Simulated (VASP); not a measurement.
# Sn3GeO4 (Cm) in VASP: a series of runs

Runs on Sn3GeO4. Level: PBE. Tasks: single point.

Program: VASP 6.6.1. These are calculated values, not measurements. Logs are shortened: lines on timing, memory, paths and dates and some standing lists are left out, and cuts for length are marked.

**1. The cell of the first run**

The structure is monoclinic, space group Cm (No. 8). Conventional cell: a = 5.433 Å, b = 5.417 Å, c = 9.876 Å, α = 90.00°, β = 90.58°, γ = 90.00°. Sn (site symmetry m) has 4 O at 2.25 Å within 3.0 Å. Within 2.9 Å of Sn (site symmetry m) lie 4 O at 2.23 to 2.26 Å. Sn (site symmetry m) has 4 O at 2.25 Å within 3.0 Å. Within 2.6 Å of Ge (site symmetry m) lie 4 O at 1.97 to 2.38 Å. Within 2.9 Å of O (site symmetry 1) lie 2 Ge at 1.97 to 2.38 Å and 2 Sn at 2.23 to 2.26 Å and 4 O at 2.62 to 2.80 Å. Within 3.0 Å of O (site symmetry 1) lie 4 Sn at 2.25 Å and 4 O at 2.71 to 2.72 Å.

**2. Single point, PBE**

INCAR reads:

```
ALGO = Normal ; EDIFF = 1E-6
ENCUT = 910 ; GGA = PE
GGA_COMPAT = F ; ISIF = 2
ISMEAR = 0 ; LASPH = T
LCHARG = T ; LELF = T
LREAL = F ; LVHAR = T
LWAVE = F ; NBANDS = 50
NELM = 120 ; PREC = Accurate
SIGMA = 0.1
```

KPOINTS reads:

```
k-points
0
Gamma
  4 4 2
```

POSCAR reads:

```
Sn3GeO4
1.0
   -2.7162677000      2.7086529000      0.0000000000
   -2.7162677000     -2.7086529000      0.0000000000
   -0.0998158000      0.0000000000      9.8755503000
Sn Ge O
3 1 4
Direct
    0.7432650000      0.7432650000      0.8740750000
    0.7499550000      0.7499550000      0.3582300000
    0.2478190000      0.2478190000      0.6366740000
    0.2913320000      0.2913320000      0.1395410000
    0.7293670000      0.2464150000      0.2405900000
    0.2457320000      0.7461170000      0.7551500000
    0.7461170000      0.2457320000      0.7551500000
    0.2464150000      0.7293670000      0.2405900000
```

Potentials or basis: VASP PAW PBE potentials, release 64 (Sn_d, Ge_d, O_h).

Run with:

```bash
cat potpaw_PBE.64/Sn_d/POTCAR potpaw_PBE.64/Ge_d/POTCAR potpaw_PBE.64/O_h/POTCAR > POTCAR
mpirun -np 1 vasp_std > vasp.out
```

OUTCAR:

```text
EDIFF = 1E-6
   ENCUT = 910
   GGA = PE
   ISIF = 2
   ISMEAR = 0
   LASPH = T
   LREAL = F
   NELM = 120
   PREC = Accurate

 ion  position               nearest neighbor table
   1  0.743  0.743  0.874-   6 2.25   7 2.25   6 2.25   7 2.25   3 3.58   3 3.58   3 3.59   3 3.59

   2  0.750  0.750  0.358-   5 2.23   8 2.23   5 2.26   8 2.26   4 3.31
   3  0.248  0.248  0.637-   6 2.25   7 2.25   6 2.25   7 2.25   1 3.58   1 3.58   1 3.59   1 3.59

   4  0.291  0.291  0.140-   5 1.97   8 1.97   2 3.31
   5  0.729  0.246  0.241-   4 1.97   2 2.23   2 2.26
   6  0.246  0.746  0.755-   3 2.25   1 2.25   3 2.25   1 2.25
   7  0.746  0.246  0.755-   3 2.25   1 2.25   3 2.25   1 2.25
   8  0.246  0.729  0.241-   4 1.97   2 2.23   2 2.26

  LATTYP: Found a base centered monoclinic cell.
 ALAT       =     5.4325354000
 B/A-ratio  =     0.9971965944
 C/A-ratio  =     1.8179457652
 COS(beta)  =    -0.0101068496

  Lattice vectors:

 A1 = (   2.7162677000,  -2.7086529000,   0.0000000000)
 A2 = (   2.7162677000,   2.7086529000,   0.0000000000)
 A3 = (  -0.0998158000,   0.0000000000,   9.8755503000)

Analysis of symmetry for initial positions (statically):
=====================================================================
 Subroutine PRICEL returns:
 Original cell was already a primitive cell.

 Routine SETGRP: Setting up the symmetry group for a
 base centered monoclinic supercell.

 Subroutine GETGRP returns: Found  2 space group operations
 (whereof  2 operations were pure point group operations)
 out of a pool of  4 trial point group operations.

The static configuration has the point symmetry C_1h.

Analysis of symmetry for dynamics (positions and initial velocities):
=====================================================================
 Subroutine PRICEL returns:
 Original cell was already a primitive cell.

 Routine SETGRP: Setting up the symmetry group for a
 base centered monoclinic supercell.

 Subroutine GETGRP returns: Found  2 space group operations
 (whereof  2 operations were pure point group operations)
 out of a pool of  4 trial point group operations.

The dynamic configuration has the point symmetry C_1h.

 Subroutine INISYM returns: Found  2 space group operations
 (whereof  2 operations are pure point group operations),
 and found     1 'primitive' translations

----------------------------------------------------------------------------------------

                                     Primitive cell

  volume of cell :     145.3173

  direct lattice vectors                    reciprocal lattice vectors
    -2.716267700  2.708652900  0.000000000    -0.184076113  0.184593604 -0.001860525
    -2.716267700 -2.708652900  0.000000000    -0.184076113 -0.184593604 -0.001860525
    -0.099815800  0.000000000  9.875550300     0.000000000  0.000000000  0.101260180

  length of vectors
     3.836001923  3.836001923  9.876054725     0.260695753  0.260695753  0.101260180

  position of ions in fractional coordinates (direct lattice)
     0.743265000  0.743265000  0.874075000
     0.749955000  0.749955000  0.358230000
     0.247819000  0.247819000  0.636674000
     0.291332000  0.291332000  0.139541000
     0.729367000  0.246415000  0.240590000
     0.245732000  0.746117000  0.755150000
     0.746117000  0.245732000  0.755150000
     0.246415000  0.729367000  0.240590000

  ion indices of the primitive-cell ions
   primitive index   ion index
                 1           1
                 2           2
                 3           3
                 4           4
                 5           5
                 6           6
                 7           7
                 8           8

----------------------------------------------------------------------------------------

 KPOINTS: k-points

Automatic generation of k-mesh.
 Grid dimensions read from file:
 generate k-points for:    4    4    2

 Generating k-lattice:

  Cartesian coordinates                     Fractional coordinates (reciprocal lattice)
    -0.046019028  0.046148401 -0.000465131     0.250000000 -0.000000000 -0.000000000
    -0.046019028 -0.046148401 -0.000465131    -0.000000000  0.250000000 -0.000000000
     0.000000000  0.000000000  0.050630090     0.000000000  0.000000000  0.500000000

  Length of vectors
     0.065173938  0.065173938  0.050630090

  Shift w.r.t. Gamma in fractional coordinates (k-lattice)
     0.000000000  0.000000000  0.000000000

 Subroutine IBZKPT returns following result:
 ===========================================

 Found     14 irreducible k-points:

 Following reciprocal coordinates:
            Coordinates               Weight
  0.000000  0.000000  0.000000      1.000000
  0.250000 -0.000000 -0.000000      4.000000
  0.500000 -0.000000 -0.000000      2.000000
  0.250000  0.250000 -0.000000      2.000000
  0.500000  0.250000 -0.000000      4.000000
 -0.250000  0.250000  0.000000      2.000000
  0.500000  0.500000 -0.000000      1.000000
  0.000000  0.000000  0.500000      1.000000
  0.250000 -0.000000  0.500000      4.000000
  0.500000 -0.000000  0.500000      2.000000
  0.250000  0.250000  0.500000      2.000000
  0.500000  0.250000  0.500000      4.000000
 -0.250000  0.250000  0.500000      2.000000
  0.500000  0.500000  0.500000      1.000000
   k-points           NKPTS =     14   k-points in BZ     NKDIM =     14   number of bands    NBANDS=     50
   number of dos      NEDOS =    301   number of ions     NIONS =      8
   total plane-waves  NPLWV = 156800
   dimension x,y,z NGX =    40 NGY =   40 NGZ =   98
   dimension x,y,z NGXF=    80 NGYF=   80 NGZF=  196
   ions per type =               3   1   4
   NGX,Y,Z   is equivalent  to a cutoff of  17.34, 17.34, 16.50 a.u.
   NGXF,Y,Z  is equivalent  to a cutoff of  34.67, 34.67, 32.99 a.u.
 SYSTEM =  unknown system
   PREC   = accura    normal or accurate (medium, high low for compatibility)
   ISTART =      0    job   : 0-new  1-cont  2-samecut
   ICHARG =      2    charge: 1-file 2-atom 10-const
   ISPIN  =      1    spin polarized calculation?
   LNONCOLLINEAR =      F non collinear calculations
   LSORBIT =      F    spin-orbit coupling
   LASPH  =      T    aspherical Exc in radial PAW
   ENCUT  =  910.0 eV  66.88 Ry    8.18 a.u.   9.44  9.44 24.29*2*pi/ulx,y,z
   NELM   =    120;   NELMIN=  2; NELMDL= -5     # of ELM steps
   EDIFF  = 0.1E-05   stopping-criterion for ELM
   LREAL  =      F    real-space projection
[... 7 lines left out ...]
   TEBEG  =    0.0;   TEEND  =   0.0 temperature during run
   PSTRESS=    0.0 pullay stress
   NELECT =      80.0000    total number of electrons
   NUPDOWN=      -1.0000    fix difference up-down
   EMIN   =  10.00;   EMAX   =-10.00  energy-range for DOS
   EFERMI =   0.00;   METHOD = LEGACY
   ISMEAR =     0;   SIGMA  =   0.10  broadening in eV -4-tet -1-fermi 0-gaus
   EFERMI_NEDOS =   21; number of points for ismear=-14 and -15
   IALGO  =     38    algorithm
   IMIX   =      4    mixing-type and parameters
     AMIX     =   0.40;   BMIX     =  1.00
     AMIX_MAG =   1.60;   BMIX_MAG =  1.00
  volume/ion in A,a.u.               =      18.16       122.58
  Fermi-wavevector in a.u.,A,eV,Ry     =   1.341732  2.535506 24.493814  1.800245
  Thomas-Fermi vector in A             =   2.469942
   LORBIT       =      0    0 simple, 1 ext, 2 COOP (PROOUT), +10 PAW based schemes
   GGA     = PE    functional components
   LHFCALC =     F    Hartree Fock is set to
   AEXX    =    0.0000 exact exchange contribution
   IVDW    =     0    specifies the selected vdW correction
   LEPSILON=     F    determine dielectric tensor
   LRPA    =     F    only Hartree local field effects (RPA)
 non-spin polarized calculation
 Gauss-broadening in eV      SIGMA  =   0.10
  energy-cutoff  :      910.00
  volume of cell :      145.32
 maximum number of plane-waves:      9092
 NGX is ok and might be reduce to    40
   NGX = 19   NGY = 19   NGZ = 49

 number of electron      80.0000007 magnetization

 Free energy of the ion-electron system (eV)
  ---------------------------------------------------
  ext. energy  EPLUGINS =         0.00000000
  ---------------------------------------------------
  free energy    TOTEN  =       -45.63629601 eV

  energy without entropy =      -45.63629601  energy(sigma->0) =      -45.63629601

 E-fermi :   6.0722     XC(G=0):  -9.8737

 val. band max:        5.5701918308   @ k =   0.0000   0.0000   0.0000
 cond. band min:       6.5624292875   @ k =   0.5000   0.5000  -0.0000
 fundamental gap:      0.9922374567
 Fermi energy:         6.0721997199

 k-point     1 :       0.0000    0.0000    0.0000
  band No.  band energies     occupation
      1     -18.8792      2.00000
      2     -18.8710      2.00000
      3     -18.8042      2.00000
      4     -18.7921      2.00000
      5     -18.7293      2.00000
      6     -15.8111      2.00000
[... 42 lines left out ...]
     49      11.4579      0.00000
     50      11.5254      0.00000

 k-point     2 :       0.2500   -0.0000   -0.0000
  band No.  band energies     occupation
      1     -18.8781      2.00000
      2     -18.8665      2.00000
      3     -18.8088      2.00000
      4     -18.7911      2.00000
      5     -18.7301      2.00000
      6     -15.7846      2.00000
[... 42 lines left out ...]
     49      11.6885      0.00000
     50      11.8537      0.00000

 k-point     3 :       0.5000   -0.0000   -0.0000
  band No.  band energies     occupation
      1     -18.8797      2.00000
      2     -18.8592      2.00000
      3     -18.8135      2.00000
      4     -18.7903      2.00000
      5     -18.7306      2.00000
      6     -15.7014      2.00000
[... 42 lines left out ...]
     49      11.9472      0.00000
     50      12.0300      0.00000

 k-point     4 :       0.2500    0.2500   -0.0000
  band No.  band energies     occupation
      1     -18.8784      2.00000
      2     -18.8618      2.00000
      3     -18.8102      2.00000
      4     -18.7910      2.00000
      5     -18.7314      2.00000
      6     -15.7706      2.00000
[... 469 lines left out ...]
 k-point    13 :      -0.2500    0.2500    0.5000
  band No.  band energies     occupation
      1     -18.8819      2.00000
      2     -18.8548      2.00000
      3     -18.8147      2.00000
      4     -18.7907      2.00000
      5     -18.7309      2.00000
      6     -15.7712      2.00000
[... 42 lines left out ...]
     49      11.9041      0.00000
     50      12.1532      0.00000

 k-point    14 :       0.5000    0.5000    0.5000
  band No.  band energies     occupation
      1     -18.8854      2.00000
      2     -18.8401      2.00000
      3     -18.8199      2.00000
      4     -18.7906      2.00000
      5     -18.7329      2.00000
      6     -15.7503      2.00000
[... 42 lines left out ...]
     49      11.4959      0.00000
     50      11.6524      0.00000

------------------------ aborting loop because EDIFF is reached ----------------------------------------

  FORCE on cell =-STRESS in cart. coord.  units (eV):
  Direction    XX          YY          ZZ          XY          YZ          ZX
  --------------------------------------------------------------------------------------
  -------------------------------------------------------------------------------------
  Total        0.0634904      0.0817366      0.1071461      0.0000000      0.0000000     -0.0034235
  in kB        0.7000055      0.9011762      1.1813255      0.0000000      0.0000000     -0.0377458
  external PRESSURE =       0.9275024 kB  Pullay stress =       0.0000000 kB

 VOLUME and BASIS-vectors are now :
 -----------------------------------------------------------------------------
  energy-cutoff  :      910.00
  volume of cell :      145.32
      direct lattice vectors                 reciprocal lattice vectors
    -2.716267700  2.708652900  0.000000000    -0.184076113  0.184593604 -0.001860525
    -2.716267700 -2.708652900  0.000000000    -0.184076113 -0.184593604 -0.001860525
    -0.099815800  0.000000000  9.875550300     0.000000000  0.000000000  0.101260180

 POSITION                                       TOTAL-FORCE (eV/Angst)
 -----------------------------------------------------------------------------------
     -4.12506      0.00000      8.63197         0.003794      0.000000      0.063414
     -4.10991      0.00000      3.53772         0.001228      0.000000      0.060000
     -1.40984      0.00000      6.28751        -0.001578      0.000000     -0.060969
     -1.59660      0.00000      1.37804         0.000361      0.000000     -0.053616
     -2.67450      1.30815      2.37596        -0.002519      0.000904     -0.004460
     -2.76950     -1.35537      7.45752         0.000617      0.001178      0.000045
     -2.76950      1.35537      7.45752         0.000617     -0.001178      0.000045
     -2.67450     -1.30815      2.37596        -0.002519     -0.000904     -0.004460
 -----------------------------------------------------------------------------------
    total drift:                                0.000181      0.000000     -0.000952

  FREE ENERGIE OF THE ION-ELECTRON SYSTEM (eV)
  ---------------------------------------------------
  free  energy   TOTEN  =       -45.6362960074 eV

  energy  without entropy=      -45.6362960074  energy(sigma->0) =      -45.63629601
```

Run time: 2.2 min. Hardware: 1 thread of AMD EPYC 9R45 (Zen 5), shared host; peak memory 0.49 GiB.

Results:

- Free energy: -45.6363 eV
- Pressure: 0.1 GPa
- Largest force: 0.064 eV/Å
- Band gap on the k mesh: 0.99 eV (least direct gap 1.68 eV)

Forces in eV/Å, atoms in the order of the input:
```
Sn   0.004  0.000  0.063
Sn   0.001  0.000  0.060
Sn  -0.002  0.000 -0.061
Ge   0.000  0.000 -0.054
O   -0.003  0.001 -0.004
O    0.001  0.001  0.000
O    0.001 -0.001  0.000
O   -0.003 -0.001 -0.004
```

Caveat: the cutoff is under 1.25 times the usual one of these potentials, so pressure, stress and relaxed cells hold a basis-set (Pulay) error; spin-orbit coupling is left out, which moves the levels of the heavy elements. A k mesh can miss the band edges.

**3. Single point, PBE**

INCAR reads:

```
SYSTEM = Sn3GeO4
ALGO = Normal
EDIFF = 1E-6
ENCUT = 910
GGA = PE
GGA_COMPAT = .FALSE.
ISIF = 2
ISMEAR = 0
LASPH = .TRUE.
LCHARG = .FALSE.
LREAL = .FALSE.
LWAVE = .FALSE.
NBANDS = 50
NELM = 120
PREC = Accurate
SIGMA = 0.1
```

KPOINTS reads:

```
k-points
0
G
  4 4 2
  0 0 0
```

POSCAR reads:

```
Sn3GeO4
1.0
    2.7162677000     -2.7086529000      0.0000000000
    2.7162677000      2.7086529000      0.0000000000
   -0.0998158000      0.0000000000      9.8755503000
Sn Ge O
3 1 4
Direct
    0.2567350000      0.2567350000      0.8740750000
    0.2500450000      0.2500450000      0.3582300000
    0.7521810000      0.7521810000      0.6366740000
    0.7086680000      0.7086680000      0.1395410000
    0.2706330000      0.7535850000      0.2405900000
    0.7542680000      0.2538830000      0.7551500000
    0.2538830000      0.7542680000      0.7551500000
    0.7535850000      0.2706330000      0.2405900000
```

Potentials or basis: VASP PAW PBE potentials, release 64 (Sn_d, Ge_d, O_h).

Run with:

```bash
cat potpaw_PBE.64/Sn_d/POTCAR potpaw_PBE.64/Ge_d/POTCAR potpaw_PBE.64/O_h/POTCAR > POTCAR
mpirun -np 1 vasp_std > vasp.out
```

Run time: 4.6 min. Hardware: 1 thread of Intel Xeon Platinum 8259CL at 2.50GHz (Skylake/Cascade Lake), shared host; peak memory 0.52 GiB.

It converged, with:

* Free energy: -45.6363 eV
* Pressure: 0.1 GPa
* Largest force: 0.064 eV/Å
* Band gap on the k mesh: 0.99 eV (least direct gap 1.68 eV)

Forces on the atoms (eV/Å):
```
Sn   0.004  0.000  0.063
Sn   0.001  0.000  0.060
Sn  -0.002  0.000 -0.061
Ge   0.000  0.000 -0.054
O   -0.003  0.001 -0.004
O    0.001  0.001  0.000
O    0.001 -0.001  0.000
O   -0.003 -0.001 -0.004
```

Levels at points of the mesh, in eV from the valence-band top:
| k point | band 36 | band 37 | band 38 | band 39 | band 40 | band 41 | band 42 | band 43 | band 44 | band 45 |
| --- | --- | --- | --- | --- | --- | --- | --- | --- | --- | --- |
| (0.00, 0.00, 0.00) | -2.50 | -2.46 | -2.38 | -1.46 | 0.00 | 1.72 | 2.45 | 3.61 | 3.75 | 4.09 |
| (0.50, 0.00, 0.00) | -3.84 | -2.10 | -1.85 | -1.19 | -1.07 | 2.74 | 3.03 | 3.15 | 3.77 | 5.31 |
| (0.50, 0.50, 0.00) | -1.86 | -1.85 | -1.82 | -1.53 | -1.28 | 0.99 | 1.00 | 3.08 | 3.21 | 4.14 |
| (0.00, 0.00, 0.50) | -2.50 | -2.46 | -2.38 | -0.73 | -0.13 | 1.56 | 2.23 | 3.88 | 4.22 | 4.25 |
| (0.50, 0.00, 0.50) | -3.87 | -1.72 | -1.58 | -1.52 | -1.30 | 2.76 | 3.11 | 3.16 | 3.66 | 5.27 |
| (0.50, 0.50, 0.50) | -1.85 | -1.82 | -1.75 | -1.69 | -1.60 | 1.62 | 1.65 | 1.87 | 1.92 | 5.17 |

Caveat: the cutoff is under 1.25 times the usual one of these potentials, so pressure, stress and relaxed cells hold a basis-set (Pulay) error; spin-orbit coupling is left out, which moves the levels of the heavy elements. A k mesh can miss the band edges.
